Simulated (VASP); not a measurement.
Here is a VASP 6.6.1 calculation.

The input POSCAR:

```
Se
1.0
   -1.7171672348      1.7171672348      1.7171672348
    1.7171672348     -1.7171672348      1.7171672348
    1.7171672348      1.7171672348     -1.7171672348
Se
1
Direct
    0.0000000000      0.0000000000      0.0000000000
```

The input INCAR.step1:

```
PREC = Accurate ; ENCUT = 520
ISMEAR = -1 ; SIGMA = 0.1
LREAL = F ; LASPH = T
NELM = 60 ; NBANDS = 9
GGA = PE ; ALGO = Normal
EDIFF = 1E-4 ; LWAVE = T
LCHARG = F
```

Contents of INCAR.step2:

```
PREC = Accurate ; ENCUT = 520
EDIFF = 1E-6 ; ISMEAR = -1
SIGMA = 0.1 ; LREAL = F
LASPH = T ; NELM = 60
ALGO = Normal ; ISIF = 2
LWAVE = F ; LCHARG = F
METAGGA = R2SCAN ; LMIXTAU = T
NBANDS = 9 ; ISTART = 1
```

The input KPOINTS:

```
Automatic mesh
0
Gamma
  13 13 13
```

Potentials or basis: VASP PAW PBE potentials, release 64 (Se).

Run with:

```console
$ cat potpaw_PBE.64/Se/POTCAR > POTCAR
$ cp INCAR.step1 INCAR
$ mpirun -np 1 vasp_std > vasp.out
$ cp INCAR.step2 INCAR
$ mpirun -np 1 vasp_std > vasp.out
```

(1) Predict the pressure.

(2) Estimate the band gap on the k mesh.

Answers

(1) -0.1 GPa.

(2) zero (band 3 reaches 8.43 eV, above the bottom of band 4 at 1.95 eV).

Caveat: the PAW data sets were made with another functional, which shifts forces and pressure a little.
